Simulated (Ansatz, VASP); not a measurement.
**One calculation of Ca3SiSe, two programs**

```
Ca Si Se
1.0
     5.05092    0.00000    0.00000
    -2.52546    4.37422    0.00000
     0.00000    0.00000    6.45724
Ca Si Se
3 1 1
Direct
  0.00000 0.00000 0.96687
  0.33333 0.66667 0.32117
  0.66667 0.33333 0.68851
  0.33333 0.66667 0.79173
  0.66667 0.33333 0.23171
```

Change from the starting cell: species swapped into the Mg3BiSb type (P3m1, No. 156).

Alike in both runs: task relaxation of cell and atoms; functional PBE; k mesh 9 × 9 × 6; occupations gaussian, width 0.02 eV; no spin polarisation.

|  | VASP | Ansatz |
| --- | --- | --- |
| version | VASP 6.6.1 | Ansatz 0.2.0 |
| potentials or method | VASP PAW PBE potentials, release 64 (Ca_sv, Si, Se), cutoff 600 eV | scalar-relativistic, plane waves, PAW |
| valence electrons in the cell | 40 | 50 |

Ansatz gave:

```
gap on the k mesh at the Fermi level, each at its own relaxed structure (eV) : 0.59
relaxed volume (Å³/atom)                                                     : 28.53
relaxed length of the cell vector where the two differ most in proportion (Å)              : 6.464
```

**Question.** What did VASP give for the same quantities?

**Answer.** gap on the k mesh at the Fermi level, each at its own relaxed structure (eV): 0.60; relaxed volume (Å³/atom): 28.61; relaxed length of the cell vector where the two differ most in proportion (Å): 6.479.

VASP's potentials hold 40 valence electrons a cell and Ansatz's 50, so a difference there can come from the potentials and not from the codes.
